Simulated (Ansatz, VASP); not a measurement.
# Be2C: VASP beside Ansatz

File INCAR:

```
SYSTEM = Be2C
PREC = Accurate
ENCUT = 600
EDIFF = 1E-6
ISMEAR = 0
SIGMA = 0.02
LREAL = .False.
LASPH = .True.
NELM = 120
ALGO = Normal
ISIF = 2
LWAVE = .False.
LCHARG = .True.
GGA = PE
LELF = .True.
LVHAR = .True.
NBANDS = 11
GGA_COMPAT = .False.
```

File KPOINTS:

```
regular mesh
0
Gamma
  12 12 12
  0 0 0
```

Contents of POSCAR:

```
Be2C
1.0
    0.0000000000      2.2593507000      2.2593507000
    2.2593507000      0.0000000000      2.2593507000
    2.2593507000      2.2593507000      0.0000000000
Be C
2 1
Direct
    0.2500000000      0.2500000000      0.2500000000
    0.7500000000      0.7500000000      0.7500000000
    0.0000000000      0.0000000000      0.0000000000
```

Input for Ansatz:

```yaml
crystal:
  lattice:
    - [0.0, 2.2593507, 2.2593507]
    - [2.2593507, 0.0, 2.2593507]
    - [2.2593507, 2.2593507, 0.0]
  atoms:
    - { symbol: Be, position: [0.25, 0.25, 0.25] }
    - { symbol: Be, position: [0.75, 0.75, 0.75] }
    - { symbol: C, position: [0.0, 0.0, 0.0] }
basis:
  ecutwfc: 420
kpoints:
  mp_grid: { grid: [12, 12, 12] }
hamiltonian:
  xc: pbe
scf:
  occupations: { method: gaussian, width: 0.02 }
output:
  forces: true
  stress: true
  eigenvalues: true
```

Alike in both runs: task single point; functional PBE; k mesh 12 × 12 × 12; occupations gaussian, width 0.02 eV; no spin polarisation.

|  | VASP | Ansatz |
| --- | --- | --- |
| version | VASP 6.6.1 | Ansatz 0.2.0 |
| potentials or method | VASP PAW PBE potentials, release 64 (Be, C), cutoff 600 eV | scalar-relativistic, plane waves, PAW |
| valence electrons in the cell | 8 | 8 |

```tsv
	VASP	Ansatz	Ansatz less VASP
gap on the k mesh at the Fermi level (eV)	1.10	1.11	+0.010
least direct gap on the mesh (eV)	3.88	3.89	+0.006
pressure (GPa)	-20.6	-20.8	-0.18
```

With one functional, cell and mesh, what is left measures potentials, basis and numerics.
